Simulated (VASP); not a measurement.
# Mg (Pm-3m) in VASP: a series of runs

Mg is run at these levels: LDA; tasks: single point, relaxation of cell and atoms.

Everything below comes from runs of VASP 6.6.1. Logs are shortened: lines on timing, memory, paths and dates and some standing lists are left out, and cuts for length are marked.

## Step 1: The cell of the first run

The structure is cubic, space group Pm-3m (No. 221). The conventional cell has a = 2.959 Å, b = 2.959 Å, c = 2.959 Å, α = 90.00°, β = 90.00°, γ = 90.00°. Mg (site symmetry m-3m) has 6 Mg at 2.96 Å within 3.9 Å.

## Step 2: Single point, LDA

INCAR reads:

```
SYSTEM = Mg
PREC = Accurate ; ENCUT = 520
EDIFF = 1E-6 ; ISMEAR = -1
SIGMA = 0.05 ; LREAL = .FALSE.
LASPH = .TRUE. ; NELM = 100
ALGO = Normal ; ISIF = 2
LWAVE = .FALSE. ; LCHARG = .FALSE.
NBANDS = 7
```

KPOINTS reads:

```
Automatic mesh
0
G
  15 15 15
  0 0 0
```

POSCAR reads:

```
Mg
1.0
    2.9590815737      0.0000000000      0.0000000000
    0.0000000000      2.9590815737      0.0000000000
    0.0000000000      0.0000000000      2.9590815737
Mg
1
Direct
    0.0000000000      0.0000000000      0.0000000000
```

Potentials or basis: VASP PAW LDA potentials, release 64 (Mg).

The run is started by

```console
$ cat potpaw_LDA.64/Mg/POTCAR > POTCAR
$ mpirun -np 1 vasp_std > vasp.out
```

OUTCAR:

```text
SYSTEM = Mg
   PREC = Accurate
   ENCUT = 520
   EDIFF = 1E-6
   ISMEAR = -1
   LREAL = .FALSE.
   LASPH = .TRUE.
   NELM = 100
   ISIF = 2

 ion  position               nearest neighbor table
   1  0.000  0.000  0.000-

  LATTYP: Found a simple cubic cell.
 ALAT       =     2.9590815737

  Lattice vectors:

 A1 = (   2.9590815737,   0.0000000000,   0.0000000000)
 A2 = (   0.0000000000,   2.9590815737,   0.0000000000)
 A3 = (   0.0000000000,   0.0000000000,   2.9590815737)

Analysis of symmetry for initial positions (statically):
=====================================================================
 Subroutine PRICEL returns:
 Original cell was already a primitive cell.

 Routine SETGRP: Setting up the symmetry group for a
 simple cubic supercell.

 Subroutine GETGRP returns: Found 48 space group operations
 (whereof 48 operations were pure point group operations)
 out of a pool of 48 trial point group operations.

The static configuration has the point symmetry O_h .

Analysis of symmetry for dynamics (positions and initial velocities):
=====================================================================
 Subroutine PRICEL returns:
 Original cell was already a primitive cell.

 Routine SETGRP: Setting up the symmetry group for a
 simple cubic supercell.

 Subroutine GETGRP returns: Found 48 space group operations
 (whereof 48 operations were pure point group operations)
 out of a pool of 48 trial point group operations.

The dynamic configuration has the point symmetry O_h .

 Subroutine INISYM returns: Found 48 space group operations
 (whereof 48 operations are pure point group operations),
 and found     1 'primitive' translations

----------------------------------------------------------------------------------------

                                     Primitive cell

  volume of cell :      25.9102

  direct lattice vectors                    reciprocal lattice vectors
     2.959081574  0.000000000  0.000000000     0.337942694  0.000000000  0.000000000
     0.000000000  2.959081574  0.000000000     0.000000000  0.337942694  0.000000000
     0.000000000  0.000000000  2.959081574     0.000000000  0.000000000  0.337942694

  length of vectors
     2.959081574  2.959081574  2.959081574     0.337942694  0.337942694  0.337942694

  position of ions in fractional coordinates (direct lattice)
     0.000000000  0.000000000  0.000000000

  ion indices of the primitive-cell ions
   primitive index   ion index
                 1           1

----------------------------------------------------------------------------------------

 KPOINTS: Automatic mesh

Automatic generation of k-mesh.
 Grid dimensions read from file:
 generate k-points for:   15   15   15

 Generating k-lattice:

  Cartesian coordinates                     Fractional coordinates (reciprocal lattice)
     0.022529513  0.000000000  0.000000000     0.066666667  0.000000000  0.000000000
     0.000000000  0.022529513  0.000000000     0.000000000  0.066666667  0.000000000
     0.000000000  0.000000000  0.022529513     0.000000000  0.000000000  0.066666667

  Length of vectors
     0.022529513  0.022529513  0.022529513

  Shift w.r.t. Gamma in fractional coordinates (k-lattice)
     0.000000000  0.000000000  0.000000000

 Subroutine IBZKPT returns following result:
 ===========================================

 Found    120 irreducible k-points:

 Following reciprocal coordinates:
            Coordinates               Weight
  0.000000  0.000000  0.000000      1.000000
  0.066667  0.000000  0.000000      6.000000
  0.133333  0.000000  0.000000      6.000000
  0.200000  0.000000  0.000000      6.000000
  0.266667  0.000000  0.000000      6.000000
  0.333333  0.000000  0.000000      6.000000
[... 16 lines left out ...]
  0.266667  0.200000  0.000000     24.000000
  0.333333  0.200000  0.000000     24.000000
 [... further k-points ...]
   k-points           NKPTS =    120   k-points in BZ     NKDIM =    120   number of bands    NBANDS=      7
   number of dos      NEDOS =    301   number of ions     NIONS =      1
   total plane-waves  NPLWV =  13824
   dimension x,y,z NGX =    24 NGY =   24 NGZ =   24
   dimension x,y,z NGXF=    48 NGYF=   48 NGZF=   48
   ions per type =               1
   NGX,Y,Z   is equivalent  to a cutoff of  13.48, 13.48, 13.48 a.u.
   NGXF,Y,Z  is equivalent  to a cutoff of  26.97, 26.97, 26.97 a.u.
 SYSTEM =  Mg
   PREC   = accura    normal or accurate (medium, high low for compatibility)
   ISTART =      0    job   : 0-new  1-cont  2-samecut
   ICHARG =      2    charge: 1-file 2-atom 10-const
   ISPIN  =      1    spin polarized calculation?
   LNONCOLLINEAR =      F non collinear calculations
   LSORBIT =      F    spin-orbit coupling
   LASPH  =      T    aspherical Exc in radial PAW
   ENCUT  =  520.0 eV  38.22 Ry    6.18 a.u.   5.50  5.50  5.50*2*pi/ulx,y,z
   NELM   =    100;   NELMIN=  2; NELMDL= -5     # of ELM steps
   EDIFF  = 0.1E-05   stopping-criterion for ELM
   LREAL  =      F    real-space projection
   EDIFFG = 0.1E-04   stopping-criterion for IOM
   NSW    =      0    number of steps for IOM
   IBRION =     -1    ionic relax: 0-MD 1-quasi-New 2-CG
   NFREE  =      0    steps in history (QN), initial steepest desc. (CG)
   ISIF   =      2    stress and relaxation
   ISYM   =      2    0-nonsym 1-usesym 2-fastsym
   POTIM  = 0.5000    time-step for ionic-motion
   TEBEG  =    0.0;   TEEND  =   0.0 temperature during run
   PSTRESS=    0.0 pullay stress
   NELECT =       2.0000    total number of electrons
   NUPDOWN=      -1.0000    fix difference up-down
   EMIN   =  10.00;   EMAX   =-10.00  energy-range for DOS
   EFERMI =   0.00;   METHOD = LEGACY
   ISMEAR =    -1;   SIGMA  =   0.05  broadening in eV -4-tet -1-fermi 0-gaus
   EFERMI_NEDOS =   21; number of points for ismear=-14 and -15
   IALGO  =     38    algorithm
   IMIX   =      4    mixing-type and parameters
     AMIX     =   0.40;   BMIX     =  1.00
     AMIX_MAG =   1.60;   BMIX_MAG =  1.00
  volume/ion in A,a.u.               =      25.91       174.85
  Fermi-wavevector in a.u.,A,eV,Ry     =   0.697046  1.317225  6.610699  0.485873
  Thomas-Fermi vector in A             =   1.780264
   LORBIT       =      0    0 simple, 1 ext, 2 COOP (PROOUT), +10 PAW based schemes
   GGA     = CA    functional components
   LHFCALC =     F    Hartree Fock is set to
   AEXX    =    0.0000 exact exchange contribution
   IVDW    =     0    specifies the selected vdW correction
   LEPSILON=     F    determine dielectric tensor
   LRPA    =     F    only Hartree local field effects (RPA)
 non-spin polarized calculation
  energy-cutoff  :      520.00
  volume of cell :       25.91
 maximum number of plane-waves:       739
 NGX is ok and might be reduce to    24
   NGX = 11   NGY = 11   NGZ = 11

 number of electron       2.0000000 magnetization

 Free energy of the ion-electron system (eV)
  ---------------------------------------------------
  ext. energy  EPLUGINS =         0.00000000
  ---------------------------------------------------
  free energy    TOTEN  =        -1.40997542 eV

  energy without entropy =       -1.40605758  energy(sigma->0) =       -1.40801650

 E-fermi :   1.8027     XC(G=0):  -8.2589

 val. band max:        1.7730424724   @ k =   0.4000   0.1333   0.0667
 cond. band min:       1.8972899990   @ k =   0.4000   0.4000   0.2667
 fundamental gap:      0.1242475266
 Fermi energy:         1.8027241701

 k-point     1 :       0.0000    0.0000    0.0000
  band No.  band energies     occupation
      1      -4.5835      2.00000
      2      10.1306      0.00000
      3      10.1306      0.00000
      4      11.6417      0.00000
      5      11.6417      0.00000
      6      11.6417      0.00000
      7      16.3659      0.00000

 k-point     2 :       0.0667    0.0000    0.0000
  band No.  band energies     occupation
      1      -4.5073      2.00000
      2       9.0453      0.00000
      3      10.1971      0.00000
      4      11.7044      0.00000
      5      11.7044      0.00000
      6      12.5343      0.00000
      7      16.7324      0.00000

 k-point     3 :       0.1333    0.0000    0.0000
  band No.  band energies     occupation
      1      -4.2793      2.00000
      2       7.4190      0.00000
      3      10.3946      0.00000
      4      11.8924      0.00000
      5      11.8924      0.00000
      6      13.5748      0.00000
      7      17.8277      0.00000

 k-point     4 :       0.2000    0.0000    0.0000
  band No.  band energies     occupation
      1      -3.9005      2.00000
      2       5.7866      0.00000
      3      10.7166      0.00000
      4      12.2062      0.00000
      5      12.2062      0.00000
      6      14.3708      0.00000
      7      19.4585      0.00000

 k-point     5 :       0.2667    0.0000    0.0000
  band No.  band energies     occupation
      1      -3.3729      2.00000
      2       4.2250      0.00000
      3      11.1481      0.00000
      4      12.6463      0.00000
      5      12.6463      0.00000
      6      15.0740      0.00000
      7      19.2929      0.00000
[... 161 lines left out ...]
 k-point    22 :       0.2000    0.2000    0.0000
  band No.  band energies     occupation
      1      -3.2213      2.00000
      2       5.9106      0.00000
      3       7.0685      0.00000
      4      12.7689      0.00000
      5      13.0636      0.00000
      6      16.5152      0.00000
      7      18.2411      0.00000

 k-point    23 :       0.2667    0.2000    0.0000
  band No.  band energies     occupation
      1      -2.6966      2.00000
      2       4.7666      0.00000
      3       7.1342      0.00000
      4      13.0865      0.00000
      5      13.2067      0.00000
      6      15.4960      0.00000
      7      19.2123      0.00000

 k-point    24 :       0.3333    0.2000    0.0000
  band No.  band energies     occupation
      1      -2.0269      2.00000
      2       3.3740      0.00000
      3       7.6788      0.00000
      4      12.4597      0.00000
      5      13.7697      0.00000
      6      15.3650      0.00000
      7      18.4317      0.00000

 [... further k-points ...]
[... 5 lines left out ...]
  --------------------------------------------------------------------------------------
  -------------------------------------------------------------------------------------
  Total       -0.0327190     -0.0327190     -0.0327190      0.0000000      0.0000000     -0.0000000
  in kB       -2.0232019     -2.0232019     -2.0232019      0.0000000      0.0000000     -0.0000000
  external PRESSURE =      -2.0232019 kB  Pullay stress =       0.0000000 kB

 VOLUME and BASIS-vectors are now :
 -----------------------------------------------------------------------------
  energy-cutoff  :      520.00
  volume of cell :       25.91
      direct lattice vectors                 reciprocal lattice vectors
     2.959081574  0.000000000  0.000000000     0.337942694  0.000000000  0.000000000
     0.000000000  2.959081574  0.000000000     0.000000000  0.337942694  0.000000000
     0.000000000  0.000000000  2.959081574     0.000000000  0.000000000  0.337942694

 POSITION                                       TOTAL-FORCE (eV/Angst)
 -----------------------------------------------------------------------------------
      0.00000      0.00000      0.00000         0.000000      0.000000      0.000000
 -----------------------------------------------------------------------------------
    total drift:                                0.000000      0.000000      0.000000

  FREE ENERGIE OF THE ION-ELECTRON SYSTEM (eV)
  ---------------------------------------------------
  free  energy   TOTEN  =        -1.4099754158 eV

  energy  without entropy=       -1.4060575839  energy(sigma->0) =       -1.40801650
```

It took 4.2 s on 1 thread of Intel Xeon 6975P-C (Granite Rapids), shared host; peak memory 0.13 GiB.

What came out:

- Free energy: -1.4100 eV
- Pressure: -0.2 GPa
- Band gap on the k mesh: zero (band 1 reaches 5.76 eV, above the bottom of band 2 at 0.22 eV)

## Step 3: Relaxation of cell and atoms, LDA

This run uses another cell than the first one, of 23.33 Å³/atom, 0.901 times its volume.

INCAR reads:

```
PREC = Accurate
ENCUT = 600
EDIFF = 1E-7
ISMEAR = -1
SIGMA = 0.05
LREAL = F
LASPH = T
NELM = 100
ALGO = Normal
ISIF = 3
LWAVE = F
LCHARG = F
IBRION = 2
NSW = 60
EDIFFG = -0.005
```

KPOINTS reads:

```
Automatic mesh
0
Gamma
  15 15 15
```

POSCAR reads:

```
Mg
1.0
    2.8575864359      0.0000000000      0.0000000000
    0.0000000000      2.8575864359      0.0000000000
    0.0000000000      0.0000000000      2.8575864359
Mg
1
Direct
    0.0000000000      0.0000000000      0.0000000000
```

Potentials or basis: VASP PAW LDA potentials, release 64 (Mg).

The run is started by

```console
$ cat potpaw_LDA.64/Mg/POTCAR > POTCAR
$ mpirun -np 1 vasp_std > vasp.out
```

It took 7.2 s on 1 thread of Intel Xeon 6975P-C (Granite Rapids), shared host; peak memory 0.14 GiB.

Results (log left out):

```
Free energy                            : -1.4101 eV
Relaxed volume                         : 25.71 Å³/atom
Relaxed cell                           : a = 2.951 Å, b = 2.951 Å, c = 2.951 Å, α = 90.00°, β = 90.00°, γ = 90.00°
Space group after relaxing (to 0.05 Å) : Pm-3m (No. 221)
Energy gained by relaxing              : 20.7 meV/atom
Ionic steps                            : 4
Pressure after relaxing                : 0.0 GPa
Band gap on the k mesh                 : zero (band 1 reaches 5.82 eV, above the bottom of band 2 at 0.24 eV)
```

The path:
| step | energy change (eV) | largest force (eV/Å) | pressure (GPa) | volume (Å³) |
| --- | --- | --- | --- | --- |
| 1 | 0.0000 | 0.0000 | 3.03 | 23.33 |
| 2 | -0.0183 | 0.0000 | 0.93 | 24.86 |
| 3 | -0.0207 | 0.0000 | -0.10 | 25.80 |
| 4 | -0.0207 | 0.0000 | 0.00 | 25.71 |

Final structure:
```cif
data_structure
_symmetry_space_group_name_H-M 'P 1'
_symmetry_Int_Tables_number 1
_cell_length_a 2.9514
_cell_length_b 2.9514
_cell_length_c 2.9514
_cell_angle_alpha 90.000
_cell_angle_beta 90.000
_cell_angle_gamma 90.000
_cell_volume 25.71
loop_
_atom_site_label
_atom_site_type_symbol
_atom_site_fract_x
_atom_site_fract_y
_atom_site_fract_z
_atom_site_occupancy
Mg1 Mg 0.00000 0.00000 0.00000 1
```

Levels at points of the mesh, in eV from the Fermi level:
```
           k point  band 1  band 2  band 3  band 4  band 5
(0.00, 0.00, 0.00)   -6.42    8.35    8.35    9.89    9.89
```

## Step 4: Single point, LDA (volume scaled by 0.4)

INCAR reads:

```
PREC = Accurate ; ENCUT = 520
EDIFF = 1E-6 ; ISMEAR = -1
SIGMA = 0.05 ; LREAL = False
LASPH = True ; NELM = 60
ALGO = Normal ; ISIF = 2
LWAVE = False ; LCHARG = False
GGA = CA ; NBANDS = 7
```

KPOINTS reads:

```
regular mesh
0
Gamma
  15 15 15
```

POSCAR reads:

```
Mg
1.0
    2.1802699449      0.0000000000      0.0000000000
    0.0000000000      2.1802699449      0.0000000000
    0.0000000000      0.0000000000      2.1802699449
Mg
1
Direct
    0.0000000000      0.0000000000      0.0000000000
```

The run is started by

```console
$ cat potpaw_LDA.64/Mg/POTCAR > POTCAR
$ mpirun -np 1 vasp_std > vasp.out
```

Run time: 2.4 s. Hardware: 1 thread of Intel Xeon Platinum 8488C (Sapphire Rapids), shared host; peak memory 0.11 GiB.

The run converged. Its results:

* Free energy: 1.5600 eV
* Pressure: 126.7 GPa
* Band gap on the k mesh: zero (band 1 reaches 14.40 eV, above the bottom of band 2 at 6.52 eV)

Levels at points of the mesh, in eV from the Fermi level:
```csv
k point,band 1,band 2,band 3,band 4,band 5
"(0.00, 0.00, 0.00)",-11.23,11.47,11.47,18.75,18.75
```

Caveat: the cell differs from its parent crystal (volume scaled by 0.4).

## Step 5: Single point, LDA (volume scaled by 0.4)

INCAR reads:

```
PREC = Accurate
ENCUT = 520
EDIFF = 1E-6
ISMEAR = -1
SIGMA = 0.05
LREAL = F
LASPH = T
NELM = 60
ALGO = Normal
ISIF = 2
LWAVE = F
LCHARG = F
NBANDS = 7
```

KPOINTS reads:

```
Automatic mesh
0
Gamma
  15 15 15
```

POSCAR is that of step 4.

Potentials or basis: VASP PAW LDA potentials, release 64 (Mg).

The run is started by

```console
$ cat potpaw_LDA.64/Mg/POTCAR > POTCAR
$ mpirun -np 1 vasp_std > vasp.out
```

OUTCAR:

```text
PREC = Accurate
   ENCUT = 520
   EDIFF = 1E-6
   ISMEAR = -1
   LREAL = F
   LASPH = T
   NELM = 60
   ISIF = 2

 ion  position               nearest neighbor table
   1  0.000  0.000  0.000-

  LATTYP: Found a simple cubic cell.
 ALAT       =     2.1802699449

  Lattice vectors:

 A1 = (   2.1802699449,   0.0000000000,   0.0000000000)
 A2 = (   0.0000000000,   2.1802699449,   0.0000000000)
 A3 = (   0.0000000000,   0.0000000000,   2.1802699449)

Analysis of symmetry for initial positions (statically):
[... 407 lines left out ...]
 k-point    24 :       0.3333    0.2000    0.0000
  band No.  band energies     occupation
      1       2.1210      2.00000
      2      11.5694      0.00000
      3      18.4322      0.00000
      4      25.7401      0.00000
      5      29.7097      0.00000
      6      33.1721      0.00000
      7      37.3062      0.00000

 [... further k-points ...]
[... 5 lines left out ...]
  --------------------------------------------------------------------------------------
  -------------------------------------------------------------------------------------
  Total        8.1981112      8.1981112      8.1981112      0.0000000     -0.0000000      0.0000000
  in kB     1267.3412908   1267.3412908   1267.3412908      0.0000000     -0.0000000      0.0000000
  external PRESSURE =    1267.3412908 kB  Pullay stress =       0.0000000 kB

 VOLUME and BASIS-vectors are now :
 -----------------------------------------------------------------------------
  energy-cutoff  :      520.00
  volume of cell :       10.36
      direct lattice vectors                 reciprocal lattice vectors
     2.180269945  0.000000000  0.000000000     0.458658802  0.000000000  0.000000000
     0.000000000  2.180269945  0.000000000     0.000000000  0.458658802  0.000000000
     0.000000000  0.000000000  2.180269945     0.000000000  0.000000000  0.458658802

 POSITION                                       TOTAL-FORCE (eV/Angst)
 -----------------------------------------------------------------------------------
      0.00000      0.00000      0.00000         0.000000      0.000000      0.000000
 -----------------------------------------------------------------------------------
    total drift:                                0.000000      0.000000      0.000000

  FREE ENERGIE OF THE ION-ELECTRON SYSTEM (eV)
  ---------------------------------------------------
  free  energy   TOTEN  =         1.5599748650 eV

  energy  without entropy=        1.5625653373  energy(sigma->0) =        1.56127010
```

OSZICAR:

```text
N       E                     dE             d eps       ncg     rms          rms(c)
DAV:   1     0.248417824077E+01    0.24842E+01   -0.99386E+02  1911   0.210E+02
DAV:   2     0.143072781720E+01   -0.10535E+01   -0.10001E+01  2331   0.157E+01
DAV:   3     0.142783240293E+01   -0.28954E-02   -0.28709E-02  2065   0.874E-01
DAV:   4     0.142783072150E+01   -0.16814E-05   -0.16826E-05  2366   0.162E-02
DAV:   5     0.142783071914E+01   -0.23579E-08   -0.21931E-08  2030   0.361E-04    0.109E+00
DAV:   6     0.150981381191E+01    0.81983E-01   -0.17298E-03  1904   0.209E-01    0.682E-01
DAV:   7     0.155984039480E+01    0.50027E-01   -0.61648E-03  1876   0.364E-01    0.286E-02
DAV:   8     0.155997418008E+01    0.13379E-03   -0.72437E-05  2233   0.494E-02    0.849E-03
DAV:   9     0.155997486495E+01    0.68487E-06   -0.38630E-06  2198   0.932E-03
   1 F= 0.15599749E+01 E0= 0.15612701E+01  d E =-.259047E-02
```

stdout:

```text
POSCAR found type information on POSCAR Mg
 POSCAR found :  1 types and       1 ions
 scaLAPACK will be used
 LDA part: xc-table for (Slater(with rela. corr.)+CA(PZ))
 , standard interpolation
 POSCAR, INCAR and KPOINTS ok, starting setup
 FFT: planning ... GRIDC
 FFT: planning ... GRID_SOFT
 FFT: planning ... GRID
 WAVECAR not read
 entering main loop
```

It took 2.4 s on 1 thread of Intel Xeon Platinum 8488C (Sapphire Rapids), shared host; peak memory 0.11 GiB.

What came out:

- Free energy: 1.5600 eV
- Pressure: 126.7 GPa
- Band gap on the k mesh: zero (band 1 reaches 14.40 eV, above the bottom of band 2 at 6.52 eV)

Levels at points of the mesh, in eV from the Fermi level:
```csv
k point,band 1,band 2,band 3,band 4,band 5
"(0.00, 0.00, 0.00)",-11.23,11.47,11.47,18.75,18.75
```

Caveat: the cell differs from its parent crystal (volume scaled by 0.4).

## Step 6: The runs side by side

| task | cell | cutoff (eV) | gap on the mesh (eV) | pressure (GPa) |
| --- | --- | --- | --- | --- |
| single point | a = 2.959 Å, 1 atom | 520 | none | -0.2 |
| relaxation of cell and atoms | relaxed from a = 2.858 Å, 1 atom | 600 | none | 0.0 |
| single point | a = 2.180 Å, 1 atom | 520 | none | 126.7 |

Alike in all rows: level LDA; potentials or basis VASP PAW LDA potentials, release 64 (Mg); no spin polarisation; k mesh 15 × 15 × 15; smearing fermi-dirac 0.05 eV.

Total energies depend on the potentials used, so only differences within one code and one set of settings carry meaning.
